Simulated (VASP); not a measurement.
Write the native input for VASP 6.6.1 that does the following.

| Property | Result |
| --- | --- |
| Task | single point |
| Functional | revPBE |
| Potentials or basis | VASP PAW PBE potentials, release 64 (Te, Mo_sv) |
| Cutoff | 520 eV |
| k mesh | 9 × 9 × 2 |
| Occupations | fermi-dirac, width 0.05 eV |
| Spin | no spin polarisation |
| Dipole correction | no |
| Further INCAR settings | ALGO = Normal; EDIFF = 1e-07; NBANDS = 35 |

The structure of Te2Mo lies in POSCAR:

```
Te2Mo
1.0
    3.4463798477      0.0000000000      0.0000000000
   -1.7231899238      2.9846524992      0.0000000000
    0.0000000000      0.0000000000     13.6883444487
Te Mo
4 2
Direct
    0.6666666667      0.3333333333      0.3790000000
    0.3333333333      0.6666666667      0.8790000000
    0.6666666667      0.3333333333      0.1210000000
    0.3333333333      0.6666666667      0.6210000000
    0.6666666667      0.3333333333      0.7500000000
    0.3333333333      0.6666666667      0.2500000000
```

These files were run (other wordings do the same):

INCAR

```
SYSTEM = Te2Mo
ALGO = Normal
EDIFF = 1E-7
ENCUT = 520
GGA = RE
ISIF = 2
ISMEAR = -1
LASPH = .True.
LCHARG = .False.
LREAL = .False.
LWAVE = .False.
NBANDS = 35
NELM = 80
PREC = Accurate
SIGMA = 0.05
```

KPOINTS

```
k-points
0
Gamma
  9 9 2
  0 0 0
```

Potentials or basis: VASP PAW PBE potentials, release 64 (Te, Mo_sv).

Launch:

```bash
$ cat potpaw_PBE.64/Te/POTCAR potpaw_PBE.64/Mo_sv/POTCAR > POTCAR
$ mpirun -np 1 vasp_std > vasp.out
```

Results of the run:

```json
{"Pressure": "11.9 GPa", "Largest force": "1.200 eV/Å", "Band gap on the k mesh": "0.75 eV, indirect (least direct gap 1.13 eV)"}
```

Caveat: the PAW data sets were made with another functional, which shifts forces and pressure a little; spin-orbit coupling is left out, which moves the levels of the heavy elements; this functional lacks dispersion, which binds the layers, so the pressure and a relaxed spacing across them are unreliable.

Run time: 79 s on 1 thread of Intel(R) Xeon(R) 6975P-C (Granite Rapids), with other jobs on the host, peak memory 0.32 GiB.
